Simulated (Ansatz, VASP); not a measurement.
# One calculation of GaN, two programs

The input INCAR:

```
  PREC = Accurate
  ENCUT = 520
  EDIFF = 1E-7
  ISMEAR = 0
  SIGMA = 0.02
  LREAL = False
  LASPH = True
  NELM = 60
  ALGO = Normal
  ISIF = 2
  LWAVE = False
  LCHARG = False
  GGA = PS
  NBANDS = 16
```

Contents of KPOINTS:

```
Automatic mesh
0
Gamma
  10 10 10
```

File POSCAR:

```
GaN
1.0
    0.0000000000      2.2056587896      2.2056587896
    2.2056587896      0.0000000000      2.2056587896
    2.2056587896      2.2056587896      0.0000000000
Ga N
1 1
Direct
    0.0000000000      0.0000000000      0.0000000000
    0.7500000000      0.7500000000      0.7500000000
```

Input for Ansatz:

```yaml
crystal:
  lattice:
    - [0.0, 2.2056587896, 2.2056587896]
    - [2.2056587896, 0.0, 2.2056587896]
    - [2.2056587896, 2.2056587896, 0.0]
  atoms:
    - { symbol: Ga, position: [0.0, 0.0, 0.0] }
    - { symbol: "N", position: [0.75, 0.75, 0.75] }
basis:
  ecutwfc: 420
kpoints:
  mp_grid: { grid: [10, 10, 10] }
hamiltonian:
  xc: pbesol
scf:
  occupations: { method: gaussian, width: 0.02 }
output:
  forces: true
  stress: true
  eigenvalues: true
```

Alike in both runs: task single point; functional PBEsol; k mesh 10 × 10 × 10; occupations gaussian, width 0.02 eV; no spin polarisation.

|  | VASP | Ansatz |
| --- | --- | --- |
| version | VASP 6.6.1 | Ansatz 0.2.0 |
| potentials or method | VASP PAW PBE potentials, release 64 (Ga_d, N), cutoff 520 eV | scalar-relativistic, plane waves, PAW |
| valence electrons in the cell | 18 | 18 |

|  | VASP | Ansatz | Ansatz less VASP |
| --- | --- | --- | --- |
| gap on the k mesh at the Fermi level (eV) | 2.09 | 2.07 | -0.023 |
| least direct gap on the mesh (eV) | 2.09 | 2.07 | -0.023 |
| pressure (GPa) | 12.2 | 12.5 | +0.28 |

VASP's potentials were made for PBE, not for PBEsol.
